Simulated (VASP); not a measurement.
A run of VASP 6.6.1:

INCAR

```
PREC     = Accurate       # precision mode
ENCUT    = 600            # plane-wave cutoff, eV
EDIFF    = 1E-7           # SCF threshold, eV
ISMEAR   = -1             # smearing method
SIGMA    = 0.15           # smearing width, eV
LREAL    = False          # projectors in reciprocal space
LASPH    = True           # aspherical terms in the spheres
NELM     = 60             # most SCF steps
ALGO     = Normal         # electronic algorithm
ISIF     = 3              # what is computed and relaxed
LWAVE    = False          # write WAVECAR
LCHARG   = False          # write CHGCAR
GGA      = CA             # functional
IBRION   = 2              # ionic algorithm
NSW      = 80             # ionic steps
EDIFFG   = -0.001         # ionic threshold
```

Contents of KPOINTS:

```
Automatic mesh
0
Gamma
  21 21 6
```

POSCAR

```
C
1.0
    2.4449094565      0.0000000000      0.0000000000
   -1.2224547283      2.1173536993      0.0000000000
    0.0000000000      0.0000000000      6.6497357286
C
4
Direct
    0.0000000000      0.0000000000      0.2500000000
    0.0000000000      0.0000000000      0.7500000000
    0.3333333333      0.6666666667      0.2500000000
    0.6666666667      0.3333333333      0.7500000000
```

Potentials or basis: VASP PAW LDA potentials, release 64 (C).

Command:

```bash
$ cat potpaw_LDA.64/C/POTCAR > POTCAR
$ mpirun -np 1 vasp_std > vasp.out
```

Hardware: 1 thread of Intel(R) Xeon(R) 6975P-C (Granite Rapids), on a shared host.

Question: How long does it take, and how much memory?

Answer: Run time: 2.6 min on 1 thread of Intel(R) Xeon(R) 6975P-C (Granite Rapids) (shared host), peak memory 0.19 GiB. Counts: scf iterations 61, k points 192, ion steps 9.
